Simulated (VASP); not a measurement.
Set up this calculation in VASP 6.6.1, as the native input.

```yaml
Task: single point
Functional: PBEsol
Potentials_or_basis: VASP PAW PBE potentials, release 64 (B, P)
Cutoff: 520 eV
k_mesh: 12 × 12 × 12
Occupations: gaussian, width 0.05 eV
Spin: no spin polarisation
Dipole_correction: no
Further_INCAR_settings: ALGO = Normal; EDIFF = 1e-06; NBANDS = 11
```

The structure of BP lies in POSCAR:

```
BP
1.0
    0.0000000000      2.2584690392      2.2584690392
    2.2584690392      0.0000000000      2.2584690392
    2.2584690392      2.2584690392      0.0000000000
B P
1 1
Direct
    0.0000000000      0.0000000000      0.0000000000
    0.7500000000      0.7500000000      0.7500000000
```

These files were run (other wordings do the same):

INCAR

```
ALGO     = Normal         # electronic algorithm
EDIFF    = 1E-6           # SCF threshold, eV
ENCUT    = 520            # plane-wave cutoff, eV
GGA      = PS             # functional
ISIF     = 2              # what is computed and relaxed
ISMEAR   = 0              # smearing method
LASPH    = T              # aspherical terms in the spheres
LCHARG   = F              # write CHGCAR
LREAL    = F              # projectors in reciprocal space
LWAVE    = F              # write WAVECAR
NBANDS   = 11             # bands
NELM     = 100            # most SCF steps
PREC     = Accurate       # precision mode
SIGMA    = 0.05           # smearing width, eV
```

KPOINTS

```
k-points
0
Gamma
  12 12 12
```

Potentials or basis: VASP PAW PBE potentials, release 64 (B, P).

Launch:

```console
$ cat potpaw_PBE.64/B/POTCAR potpaw_PBE.64/P/POTCAR > POTCAR
$ mpirun -np 1 vasp_std > vasp.out
```

Results of the run:

* Pressure: 0.5 GPa
* Band gap on the k mesh: 1.11 eV, indirect (least direct gap 3.38 eV)

Caveat: the PAW data sets were made with another functional, which shifts forces and pressure a little.

Run time: 9.6 s on 1 thread of Intel Xeon 6975P-C, with other jobs on the host, peak memory 0.14 GiB.
